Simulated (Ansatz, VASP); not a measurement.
AlN in VASP and in Ansatz

INCAR

```
SYSTEM = AlN
ALGO = Normal
EDIFF = 1E-6
ENCUT = 520
GGA = PS
ISIF = 2
ISMEAR = 0
LASPH = .TRUE.
LCHARG = .TRUE.
LELF = .TRUE.
LREAL = .FALSE.
LVHAR = .TRUE.
LWAVE = .FALSE.
NBANDS = 16
NELM = 100
PREC = Accurate
SIGMA = 0.05
```

Contents of KPOINTS:

```
k-points
0
G
  9 9 6
  0 0 0
```

POSCAR

```
AlN
1.0
    3.2420000000      0.0000000000      0.0000000000
   -1.6210000000      2.8076543591      0.0000000000
    0.0000000000      0.0000000000      4.3470000000
Al N
2 2
Direct
    0.3333333333      0.6666666667      0.7500000000
    0.6666666667      0.3333333333      0.2500000000
    0.3333333333      0.6666666667      0.2500000000
    0.6666666667      0.3333333333      0.7500000000
```

Input for Ansatz:

```yaml
crystal:
  lattice:
    - [3.242, 0.0, 0.0]
    - [-1.621, 2.8076543591, 0.0]
    - [0.0, 0.0, 4.347]
  atoms:
    - { symbol: Al, position: [0.3333333333, 0.6666666667, 0.75] }
    - { symbol: Al, position: [0.6666666667, 0.3333333333, 0.25] }
    - { symbol: "N", position: [0.3333333333, 0.6666666667, 0.25] }
    - { symbol: "N", position: [0.6666666667, 0.3333333333, 0.75] }
basis:
  ecutwfc: 520.0
kpoints:
  mp_grid: { grid: [9, 9, 6] }
hamiltonian:
  xc: pbesol
  pseudopotentials: { kind: paw, azcp: { folder: soft_1 } }
scf:
  occupations: { method: gaussian, width: 0.05 }
output:
  forces: true
  stress: true
  eigenvalues: true
```

Alike in both runs: task single point; functional PBEsol; k mesh 9 × 9 × 6; occupations gaussian, width 0.05 eV; no spin polarisation.

```csv
,VASP,Ansatz
version,VASP 6.6.1,Ansatz 0.2.0
potentials or method,"VASP PAW PBE potentials, release 64 (Al, N), cutoff 520 eV","scalar-relativistic, plane waves, PAW"
valence electrons in the cell,16,16
```

VASP gave:

| Item | Value |
| --- | --- |
| gap on the k mesh at the Fermi level (eV) | 3.09 |
| least direct gap on the mesh (eV) | 3.09 |
| pressure (GPa) | 0.5 |
| traceless stress, the component that is largest in VASP (GPa) | -7.86 |

**Question.** Estimate Ansatz's values.

**Answer.** gap on the k mesh at the Fermi level (eV): 3.08; least direct gap on the mesh (eV): 3.08; pressure (GPa): 0.5; traceless stress, the component that is largest in VASP (GPa): -7.77.

VASP's potentials were made for PBE, not for PBEsol, and Ansatz warns of the same on its side. With one functional, cell and mesh, what is left measures potentials, basis and numerics.
